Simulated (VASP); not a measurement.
# InSe (C2/m) in VASP: further runs, part 2 of 2

VASP 6.6.1. The steps go on from the part before.

## 4. Electric field gradients, PBEsol (27.11 Å³/atom)

This run uses another cell than the first one, of 27.11 Å³/atom.

File INCAR:

```
  PREC = Accurate
  ENCUT = 520
  EDIFF = 1E-8
  ISMEAR = -1
  SIGMA = 0.02
  LREAL = False
  LASPH = True
  NELM = 100
  ALGO = Normal
  ISIF = 2
  LWAVE = False
  LCHARG = False
  GGA = PS
  LEFG = True
  NBANDS = 27
```

File KPOINTS:

```
regular mesh
0
Gamma
  7 7 6
```

File POSCAR:

```
InSe
1.0
    5.9451207775     -2.0820425748      0.0000000000
    5.9451207775      2.0820425748      0.0000000000
   -1.6204630532      0.0000000000      4.3805531470
In Se
2 2
Direct
    0.8840000000      0.8840000000      0.0050000000
    0.1160000000      0.1160000000      0.9950000000
    0.6600000000      0.6600000000      0.6420000000
    0.3400000000      0.3400000000      0.3580000000
```

Potentials or basis: VASP PAW PBE potentials, release 64 (In_d, Se).

Launch:

```sh
$ cat potpaw_PBE.64/In_d/POTCAR potpaw_PBE.64/Se/POTCAR > POTCAR
$ mpirun -np 1 vasp_std > vasp.out
```

OUTCAR:

```text
PREC = Accurate
   ENCUT = 520
   EDIFF = 1E-8
   ISMEAR = -1
   LREAL = False
   LASPH = True
   NELM = 100
   ISIF = 2
   GGA = PS

 ion  position               nearest neighbor table
   1  0.884  0.884  0.005-   3 2.61   2 2.78   4 2.82   4 2.82   2 3.79   2 3.79
   2  0.116  0.116  0.995-   4 2.61   1 2.78   3 2.82   3 2.82   1 3.79   1 3.79
   3  0.660  0.660  0.642-   1 2.61   2 2.82   2 2.82
   4  0.340  0.340  0.358-   2 2.61   1 2.82   1 2.82

  LATTYP: Found a base centered monoclinic cell.
 ALAT       =    11.8902415550
 B/A-ratio  =     0.3502103074
 C/A-ratio  =     0.3928152938
 COS(beta)  =    -0.3469445484

  Lattice vectors:

 A1 = (   5.9451207775,  -2.0820425748,   0.0000000000)
 A2 = (   5.9451207775,   2.0820425748,   0.0000000000)
 A3 = (  -1.6204630532,   0.0000000000,   4.3805531470)

Analysis of symmetry for initial positions (statically):
=====================================================================
 Subroutine PRICEL returns:
 Original cell was already a primitive cell.

 Routine SETGRP: Setting up the symmetry group for a
 base centered monoclinic supercell.

 Subroutine GETGRP returns: Found  4 space group operations
 (whereof  4 operations were pure point group operations)
 out of a pool of  4 trial point group operations.

The static configuration has the point symmetry C_2h.

Analysis of symmetry for dynamics (positions and initial velocities):
=====================================================================
 Subroutine PRICEL returns:
 Original cell was already a primitive cell.

 Routine SETGRP: Setting up the symmetry group for a
 base centered monoclinic supercell.

 Subroutine GETGRP returns: Found  4 space group operations
 (whereof  4 operations were pure point group operations)
 out of a pool of  4 trial point group operations.

The dynamic configuration has the point symmetry C_2h.

 Subroutine INISYM returns: Found  4 space group operations
 (whereof  4 operations are pure point group operations),
 and found     1 'primitive' translations

----------------------------------------------------------------------------------------

                                     Primitive cell

  volume of cell :     108.4449

  direct lattice vectors                    reciprocal lattice vectors
     5.945120777 -2.082042575  0.000000000     0.084102581 -0.240148788  0.031111396
     5.945120777  2.082042575  0.000000000     0.084102581  0.240148788  0.031111396
    -1.620463053  0.000000000  4.380553147     0.000000000  0.000000000  0.228281673

  length of vectors
     6.299155685  6.299155685  4.670668729     0.256344696  0.256344696  0.228281673

  position of ions in fractional coordinates (direct lattice)
     0.884000000  0.884000000  0.005000000
     0.116000000  0.116000000  0.995000000
     0.660000000  0.660000000  0.642000000
     0.340000000  0.340000000  0.358000000

  ion indices of the primitive-cell ions
   primitive index   ion index
                 1           1
[... 81 lines left out ...]
   ISIF   =      2    stress and relaxation
   ISYM   =      2    0-nonsym 1-usesym 2-fastsym
   POTIM  = 0.5000    time-step for ionic-motion
   TEBEG  =    0.0;   TEEND  =   0.0 temperature during run
   PSTRESS=    0.0 pullay stress
   NELECT =      38.0000    total number of electrons
   NUPDOWN=      -1.0000    fix difference up-down
   EMIN   =  10.00;   EMAX   =-10.00  energy-range for DOS
   EFERMI =   0.00;   METHOD = LEGACY
   ISMEAR =    -1;   SIGMA  =   0.02  broadening in eV -4-tet -1-fermi 0-gaus
   EFERMI_NEDOS =   21; number of points for ismear=-14 and -15
   IALGO  =     38    algorithm
   IMIX   =      4    mixing-type and parameters
     AMIX     =   0.40;   BMIX     =  1.00
     AMIX_MAG =   1.60;   BMIX_MAG =  1.00
  volume/ion in A,a.u.               =      27.11       182.96
  Fermi-wavevector in a.u.,A,eV,Ry     =   1.154161  2.181047 18.124143  1.332087
  Thomas-Fermi vector in A             =   2.290799
   LORBIT       =      0    0 simple, 1 ext, 2 COOP (PROOUT), +10 PAW based schemes
   GGA     = PS    functional components
   LHFCALC =     F    Hartree Fock is set to
   AEXX    =    0.0000 exact exchange contribution
   IVDW    =     0    specifies the selected vdW correction
   LEPSILON=     F    determine dielectric tensor
   LRPA    =     F    only Hartree local field effects (RPA)
 non-spin polarized calculation
  energy-cutoff  :      520.00
  volume of cell :      108.44
 maximum number of plane-waves:      2940
   NGX = 23   NGY = 23   NGZ = 17

 number of electron      38.0000005 magnetization

 Free energy of the ion-electron system (eV)
  ---------------------------------------------------
  ext. energy  EPLUGINS =         0.00000000
  ---------------------------------------------------
  free energy    TOTEN  =       -15.42486143 eV

  energy without entropy =      -15.42486143  energy(sigma->0) =      -15.42486143

 E-fermi :   4.7368     XC(G=0):  -9.5872

 val. band max:        4.3509684595   @ k =  -0.2857  -0.2857   0.3333
 cond. band min:       5.1523126574   @ k =   0.4286   0.4286   0.0000
 fundamental gap:      0.8013441979
 Fermi energy:         4.7367670556

 k-point     1 :       0.0000    0.0000    0.0000
  band No.  band energies     occupation
      1     -10.1644      2.00000
      2     -10.1372      2.00000
      3      -9.8661      2.00000
      4      -9.8508      2.00000
      5      -9.8147      2.00000
      6      -9.8120      2.00000
[... 709 lines left out ...]
     26      10.8088      0.00000
     27      11.8746      0.00000

 [... further k-points ...]
[... 5 lines left out ...]
  --------------------------------------------------------------------------------------
  -------------------------------------------------------------------------------------
  Total       -0.5901922     -2.1611916     -1.6873114      0.0000000      0.0000000      1.1705748
  in kB       -8.7195653    -31.9296836    -24.9285259      0.0000000      0.0000000     17.2942022
  external PRESSURE =     -21.8592582 kB  Pullay stress =       0.0000000 kB

 VOLUME and BASIS-vectors are now :
 -----------------------------------------------------------------------------
  energy-cutoff  :      520.00
  volume of cell :      108.44
      direct lattice vectors                 reciprocal lattice vectors
     5.945120777 -2.082042575  0.000000000     0.084102581 -0.240148788  0.031111396
     5.945120777  2.082042575  0.000000000     0.084102581  0.240148788  0.031111396
    -1.620463053  0.000000000  4.380553147     0.000000000  0.000000000  0.228281673

 POSITION                                       TOTAL-FORCE (eV/Angst)
 -----------------------------------------------------------------------------------
     10.50287      0.00000      0.02190        -0.323859      0.000000      0.481237
     -0.23309      0.00000      4.35865         0.323859      0.000000     -0.481237
      6.80722      0.00000      2.81232        -0.587855      0.000000      0.212130
      3.46256      0.00000      1.56824         0.587855      0.000000     -0.212130
 -----------------------------------------------------------------------------------
    total drift:                               -0.000000     -0.000000      0.000000

  FREE ENERGIE OF THE ION-ELECTRON SYSTEM (eV)
  ---------------------------------------------------
  free  energy   TOTEN  =       -15.4248614253 eV

  energy  without entropy=      -15.4248614252  energy(sigma->0) =      -15.42486143

 Electric field gradients (V/A^2)
---------------------------------------------------------------------
 ion       V_xx      V_yy      V_zz      V_xy      V_xz      V_yz
---------------------------------------------------------------------
   1    -168.170    93.124    75.047    -0.000   -44.036     0.000
   2    -168.170    93.124    75.047    -0.000   -44.036     0.000
   3      75.483   -26.801   -48.682     0.000    19.908     0.000
   4      75.483   -26.801   -48.682    -0.000    19.908     0.000
---------------------------------------------------------------------

 Electric field gradients after diagonalization (V/A^2)
 (convention: |V_zz| > |V_xx| > |V_yy|)
----------------------------------------------------------------------
 ion       V_xx      V_yy      V_zz     asymmetry (V_yy - V_xx)/ V_zz
----------------------------------------------------------------------
   1      93.124    82.774  -175.898       0.059
   2      93.124    82.774  -175.898       0.059
   3     -51.796   -26.801    78.597       0.318
   4     -51.796   -26.801    78.597       0.318
----------------------------------------------------------------------

           NMR quadrupolar parameters

 Cq : quadrupolar parameter    Cq=e*Q*V_zz/h
 eta: asymmetry parameters     (V_yy - V_xx)/ V_zz
 Q  : nuclear electric quadrupole moment in mb (millibarn)
----------------------------------------------------------------------
 ion       Cq(MHz)       eta       Q (mb)
----------------------------------------------------------------------
   1      -0.425       0.059       1.000
   2      -0.425       0.059       1.000
   3       0.190       0.318       1.000
   4       0.190       0.318       1.000
----------------------------------------------------------------------
```

stdout:

```text
POSCAR found type information on POSCAR InSe
 POSCAR found :  2 types and       4 ions
 scaLAPACK will be used
 -----------------------------------------------------------------------------
|                                                                             |
|                                                                             |
|     You enforced a specific xc type in the INCAR file but a different       |
|     I HOPE YOU KNOW WHAT YOU ARE DOING!                                     |
|                                                                             |
 -----------------------------------------------------------------------------

 LDA part: xc-table for (Slater+PW92), standard interpolation
 POSCAR, INCAR and KPOINTS ok, starting setup
 FFT: planning ... GRIDC
 FFT: planning ... GRID_SOFT
 FFT: planning ... GRID
 WAVECAR not read
 entering main loop
ion   1

ion   2

ion   3

ion   4
```

Run time: 4.9 min. Hardware: 1 thread of Intel Xeon Platinum 8375C at 2.90GHz (Ice Lake), shared host; peak memory 0.42 GiB.

Results:

```yaml
Free_energy: -15.4249 eV
Pressure: -2.2 GPa
Largest_force: 0.625 eV/Å
Band_gap_on_the_k_mesh: 0.80 eV (least direct gap 1.21 eV)
Largest_electric_field_gradient_by_atom: In -175.9; Se +78.6 V/Å²
```

Forces in eV/Å, atoms in the order of the input:
```
In  -0.324  0.000  0.481
In   0.324  0.000 -0.481
Se  -0.588  0.000  0.212
Se   0.588  0.000 -0.212
```

Stress tensor (GPa, compression positive):
```
-0.87  0.00  1.73
 0.00 -3.19  0.00
 1.73  0.00 -2.49
```

Electric field gradients, principal values (V/Å²):
```
atom    least   middle  greatest (by size)
1 In   82.774   93.124            -175.898
2 In   82.774   93.124            -175.898
3 Se  -26.801  -51.796              78.597
4 Se  -26.801  -51.796              78.597
```

Caveat: without QUAD_EFG the Cq values of the log hold for a quadrupole moment of 1 mb, not for the nuclei; the PAW data sets were made with another functional, which shifts forces and pressure a little; spin-orbit coupling is left out, which moves the levels of the heavy elements.

## 5. Electric field gradients, PBEsol (27.63 Å³/atom)

This run uses another cell than the first one, of 27.63 Å³/atom.

File INCAR:

```
SYSTEM = InSe
  ALGO = Normal
  EDIFF = 1E-8
  ENCUT = 520
  GGA = PS
  ISIF = 2
  ISMEAR = -1
  LASPH = .TRUE.
  LCHARG = .FALSE.
  LEFG = .TRUE.
  LREAL = .FALSE.
  LWAVE = .FALSE.
  NBANDS = 27
  NELM = 60
  PREC = Accurate
  SIGMA = 0.02
```

File KPOINTS:

```
k-points
0
G
  7 7 6
  0 0 0
```

File POSCAR:

```
InSe
1.0
    5.9829888098     -2.0953043501      0.0000000000
    5.9829888098      2.0953043501      0.0000000000
   -1.6307847522      0.0000000000      4.4084555117
In Se
2 2
Direct
    0.8840000000      0.8840000000      0.0050000000
    0.1160000000      0.1160000000      0.9950000000
    0.6600000000      0.6600000000      0.6420000000
    0.3400000000      0.3400000000      0.3580000000
```

Potentials or basis: VASP PAW PBE potentials, release 64 (In_d, Se).

Launch:

```sh
$ cat potpaw_PBE.64/In_d/POTCAR potpaw_PBE.64/Se/POTCAR > POTCAR
$ mpirun -np 1 vasp_std > vasp.out
```

OUTCAR:

```text
SYSTEM = InSe
   EDIFF = 1E-8
   ENCUT = 520
   GGA = PS
   ISIF = 2
   ISMEAR = -1
   LASPH = .TRUE.
   LREAL = .FALSE.
   NELM = 60
   PREC = Accurate

 ion  position               nearest neighbor table
   1  0.884  0.884  0.005-   3 2.63   2 2.79   4 2.83   4 2.83   2 3.82   2 3.82
   2  0.116  0.116  0.995-   4 2.63   1 2.79   3 2.83   3 2.83   1 3.82   1 3.82
   3  0.660  0.660  0.642-   1 2.63   2 2.83   2 2.83
   4  0.340  0.340  0.358-   2 2.63   1 2.83   1 2.83

  LATTYP: Found a base centered monoclinic cell.
 ALAT       =    11.9659776196
 B/A-ratio  =     0.3502103074
 C/A-ratio  =     0.3928152938
 COS(beta)  =    -0.3469445484

  Lattice vectors:
[... 947 lines left out ...]
 ion       V_xx      V_yy      V_zz      V_xy      V_xz      V_yz
---------------------------------------------------------------------
   1    -164.307    90.969    73.338     0.000   -43.417    -0.000
   2    -164.307    90.969    73.338    -0.000   -43.417     0.000
   3      77.385   -27.986   -49.400     0.000    20.971     0.000
   4      77.385   -27.986   -49.400     0.000    20.971    -0.000
---------------------------------------------------------------------

 Electric field gradients after diagonalization (V/A^2)
 (convention: |V_zz| > |V_xx| > |V_yy|)
----------------------------------------------------------------------
 ion       V_xx      V_yy      V_zz     asymmetry (V_yy - V_xx)/ V_zz
----------------------------------------------------------------------
   1      90.969    81.022  -171.991       0.058
   2      90.969    81.022  -171.991       0.058
   3     -52.778   -27.986    80.764       0.307
   4     -52.778   -27.986    80.764       0.307
----------------------------------------------------------------------

           NMR quadrupolar parameters

 Cq : quadrupolar parameter    Cq=e*Q*V_zz/h
 eta: asymmetry parameters     (V_yy - V_xx)/ V_zz
 Q  : nuclear electric quadrupole moment in mb (millibarn)
----------------------------------------------------------------------
 ion       Cq(MHz)       eta       Q (mb)
----------------------------------------------------------------------
   1      -0.416       0.058       1.000
   2      -0.416       0.058       1.000
   3       0.195       0.307       1.000
   4       0.195       0.307       1.000
----------------------------------------------------------------------
```

stdout:

```text
POSCAR found type information on POSCAR InSe
 POSCAR found :  2 types and       4 ions
 scaLAPACK will be used
 -----------------------------------------------------------------------------
|                                                                             |
|                                                                             |
|     You enforced a specific xc type in the INCAR file but a different       |
|     I HOPE YOU KNOW WHAT YOU ARE DOING!                                     |
|                                                                             |
 -----------------------------------------------------------------------------

 LDA part: xc-table for (Slater+PW92), standard interpolation
 POSCAR, INCAR and KPOINTS ok, starting setup
 FFT: planning ... GRIDC
 FFT: planning ... GRID_SOFT
 FFT: planning ... GRID
 WAVECAR not read
 entering main loop
ion   1

ion   2

ion   3

ion   4
```

Wall time 4.8 min (1 thread of Intel Xeon Platinum 8375C at 2.90GHz (Ice Lake), shared host); peak memory 0.42 GiB.

What came out:

- Free energy: -15.3911 eV
- Pressure: -3.1 GPa
- Largest force: 0.627 eV/Å
- Band gap on the k mesh: 0.76 eV (least direct gap 1.17 eV)
- Largest electric field gradient by atom: In -172.0; Se +80.8 V/Å²

Forces on the atoms (eV/Å):
```
In  -0.392  0.000  0.466
In   0.392  0.000 -0.466
Se  -0.538  0.000  0.321
Se   0.538  0.000 -0.321
```

Levels at points of the mesh, in eV from the valence-band top:
| k point | band 17 | band 18 | band 19 | band 20 | band 21 | band 22 |
| --- | --- | --- | --- | --- | --- | --- |
| (0.00, 0.00, 0.00) | -2.08 | -1.59 | -1.00 | 2.54 | 3.50 | 4.25 |
| (0.00, 0.00, 0.50) | -1.45 | -1.02 | -0.34 | 0.97 | 2.17 | 3.33 |

Electric field gradients, principal values (V/Å²):
```tsv
atom	least	middle	greatest (by size)
1 In	81.022	90.969	-171.991
2 In	81.022	90.969	-171.991
3 Se	-27.986	-52.778	80.764
4 Se	-27.986	-52.778	80.764
```

Caveat: the cell stands under tension; semilocal functionals underestimate gaps, and a narrow one can read as zero; without QUAD_EFG the Cq values of the log hold for a quadrupole moment of 1 mb, not for the nuclei; the PAW data sets were made with another functional, which shifts forces and pressure a little; spin-orbit coupling is left out, which moves the levels of the heavy elements. A k mesh can miss the band edges.

## 6. Overview

| cell | gap on the mesh (eV) | pressure (GPa) | largest force (eV/Å) |
| --- | --- | --- | --- |
| a = 6.259, b = 6.259, c = 4.641 Å, angles 109.1, 109.1, 38.6°, 4 atoms | 0.84 | -1.2 | 0.65 |
| a = 6.299, b = 6.299, c = 4.671 Å, angles 109.1, 109.1, 38.6°, 4 atoms | 0.80 | -2.2 | 0.62 |
| a = 6.339, b = 6.339, c = 4.700 Å, angles 109.1, 109.1, 38.6°, 4 atoms | 0.76 | -3.1 | 0.63 |

Alike in all rows: task electric field gradients; level PBEsol; potentials or basis VASP PAW PBE potentials, release 64 (In_d, Se); no spin polarisation; k mesh 7 × 7 × 6; cutoff (eV) 520; smearing fermi-dirac 0.02 eV.

Caveats: the PAW data sets were made with another functional, which shifts forces and pressure a little; spin-orbit coupling is left out, which moves the levels of the heavy elements; the cell stands under tension (at least some runs); semilocal functionals underestimate gaps, and a narrow one can read as zero (at least some runs).

Total energies depend on the potentials used, so only differences within one code and one set of settings carry meaning.
